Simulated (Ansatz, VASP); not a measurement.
## BaTiO3: VASP beside Ansatz

```xyz
5
Lattice="3.3949 0.0000 0.0000 0.0000 4.5931 0.0000 0.0000 0.0000 3.9941" Properties=species:S:1:pos:R:3 pbc="T T T"
Ba    0.0000    0.0000    0.0000
Ti    1.6974    2.2965    1.9971
O     1.6974    2.2965    0.0000
O     1.6974    0.0000    1.9971
O     0.0000    2.2965    1.9971
```

Change from the starting cell: strain -0.1500 x Voigt [1, -1, 0, 0, 0, 0], atoms carried along.

Alike in both runs: task single point; functional r2SCAN; k mesh 8 × 8 × 8; occupations gaussian, width 0.05 eV; no spin polarisation.

|  | VASP | Ansatz |
| --- | --- | --- |
| version | VASP 6.6.1 | Ansatz 0.2.0 |
| potentials or method | VASP PAW PBE potentials, release 64 (Ba_sv, Ti_sv, O), cutoff 520 eV | scalar-relativistic, plane waves, PAW |
| valence electrons in the cell | 40 | 40 |

Ansatz gave:

| Item | Value |
| --- | --- |
| gap on the k mesh at the Fermi level (eV) | 1.64 |
| least direct gap on the mesh (eV) | 1.80 |
| pressure (GPa) | 23.2 |
| traceless stress, the component that is largest in VASP (GPa) | 52.88 |

Question: Estimate VASP's values.

Answer: gap on the k mesh at the Fermi level (eV): 1.60; least direct gap on the mesh (eV): 1.77; pressure (GPa): 25.9; traceless stress, the component that is largest in VASP (GPa): 53.92.

VASP's potentials were made for PBE, not for r2SCAN. The functional is the same, so the differences come from potentials, cutoffs and numerics.

Spin-orbit coupling is off throughout.
